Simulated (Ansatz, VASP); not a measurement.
# Mg3ZnC: VASP beside Ansatz

```xyz
5
Lattice="4.4069 0.0000 0.0000 0.0000 4.4069 0.0000 0.0000 0.0000 4.4069" Properties=species:S:1:pos:R:3 pbc="T T T"
Zn    0.0000    0.0000    0.0000
Mg    2.2035    0.0000    2.2035
Mg    2.2035    2.2035    0.0000
Mg    0.0000    2.2035    2.2035
C     2.2035    2.2035    2.2035
```

Alike in both runs: functional PBEsol; k mesh 6 × 6 × 6; occupations fermi-dirac, width 0.05 eV; no spin polarisation.

|  | VASP | Ansatz |
| --- | --- | --- |
| version | VASP 6.6.1 | Ansatz 0.2.0 |
| potentials or method | VASP PAW PBE potentials, release 64 (Zn, Mg, C) | Ansatz PAW |
| plane-wave cutoff (eV) | 520 | 420 |
| valence electrons in the cell | 22 | 46 |
| task | single point | projected density of states |

|  | VASP | Ansatz | Ansatz less VASP |
| --- | --- | --- | --- |
| gap on the k mesh at the Fermi level (eV) | none | none | - |
| pressure (GPa) | -1.9 | -1.8 | +0.05 |

VASP's potentials were made for PBE, not for PBEsol. A gap of «none» marks a metal or a gap that the smearing closes. The functional is the same, so the differences come from potentials, cutoffs and numerics. VASP's potentials hold 22 valence electrons a cell and Ansatz's 46, so a difference there can come from the potentials and not from the codes.
